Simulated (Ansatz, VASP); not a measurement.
## Two plane-wave programs on Pt

```xyz
2
Lattice="-2.0924 2.4404 1.3139 2.4404 -2.0924 1.3139 2.5513 2.5513 -0.6765" Properties=species:S:1:pos:R:3 pbc="T T T"
Pt    4.9178    0.5327    0.6374
Pt    0.3903    2.5090    0.9756
```

Alike in both runs: task single point; functional LDA; k mesh 14 × 14 × 10; occupations fermi-dirac, width 0.1 eV; no spin polarisation.

```csv
,VASP,Ansatz
version,VASP 6.6.1,Ansatz 0.2.0
potentials or method,"VASP PAW LDA potentials, release 64 (Pt), cutoff 520 eV","plane waves (420 eV) with PAW, scalar-relativistic"
valence electrons in the cell,20,36
```

|  | VASP | Ansatz | Ansatz less VASP |
| --- | --- | --- | --- |
| pressure (GPa) | 0.5 | 0.0 | -0.57 |
| traceless stress, the component that is largest in VASP (GPa) | 0.14 | 0.01 | -0.130 |

Ansatz warns that its potentials were made for another functional, while VASP's fit it. LDA's correlation is that of Perdew and Zunger in VASP and of Perdew and Wang (1992) in Ansatz. VASP's potentials hold 20 valence electrons a cell and Ansatz's 36, so a difference there can come from the potentials and not from the codes.

Spin-orbit coupling is off throughout.
